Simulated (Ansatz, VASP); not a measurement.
This is a calculation of NbTe for Ansatz 0.2.0.

input.yaml

```yaml
crystal:
  lattice:
    - [3.7029743866, 0.0, 0.0]
    - [-1.8514871933, 3.2068698884, 0.0]
    - [0.0, 0.0, 3.694211]
  atoms:
    - { symbol: Te, position: [0.6666666667, 0.3333333333, 0.0] }
    - { symbol: Nb, position: [0.0, 0.0, 0.5] }
hamiltonian:
  xc: pbe
  pseudopotentials: { kind: paw }
kpoints:
  mp_grid: { grid: [8, 8, 7] }
scf:
  occupations: { method: gaussian, width: 0.015 }
output:
  forces: true
  stress: true
  eigenvalues: true
```

Potentials or basis: Ansatz PAW.

Run with:

```bash
$ ansatz run input.yaml --threads 2 --pin off --max-ram 5632MiB --backend cpu --events-out ev --progress --plain --runs-dir out
```

Set up the same calculation for VASP 6.6.1. Potentials there: VASP PAW PBE potentials, release 64 (Te, Nb_sv).

As run (the cutoff follows the program's own potentials):

File INCAR:

```
PREC = Accurate
ENCUT = 500
EDIFF = 1E-6
ISMEAR = 0
SIGMA = 0.015
LREAL = F
LASPH = T
NELM = 120
ALGO = Normal
ISIF = 2
LWAVE = F
LCHARG = F
GGA = PE
NBANDS = 16
GGA_COMPAT = F
```

Contents of KPOINTS:

```
regular mesh
0
Gamma
  8 8 7
```

Contents of POSCAR:

```
NbTe
1.0
    3.7029743866      0.0000000000      0.0000000000
   -1.8514871933      3.2068698884      0.0000000000
    0.0000000000      0.0000000000      3.6942110000
Te Nb
1 1
Direct
    0.6666666667      0.3333333333      0.0000000000
    0.0000000000      0.0000000000      0.5000000000
```

Potentials or basis: VASP PAW PBE potentials, release 64 (Te, Nb_sv).

Run with:

```console
$ cat potpaw_PBE.64/Te/POTCAR potpaw_PBE.64/Nb_sv/POTCAR > POTCAR
$ mpirun -np 1 vasp_std > vasp.out
```

Both were run:

|  | VASP | Ansatz | Ansatz less VASP |
| --- | --- | --- | --- |
| gap on the k mesh at the Fermi level (eV) | none | none | - |
| pressure (GPa) | -0.9 | -0.6 | +0.24 |
| traceless stress, the component that is largest in VASP (GPa) | 0.86 | 0.91 | +0.046 |

A gap of «none» marks a metal or a gap that the smearing closes. VASP's potentials hold 19 valence electrons a cell and Ansatz's 29, so a difference there can come from the potentials and not from the codes.

Spin-orbit coupling is off throughout.
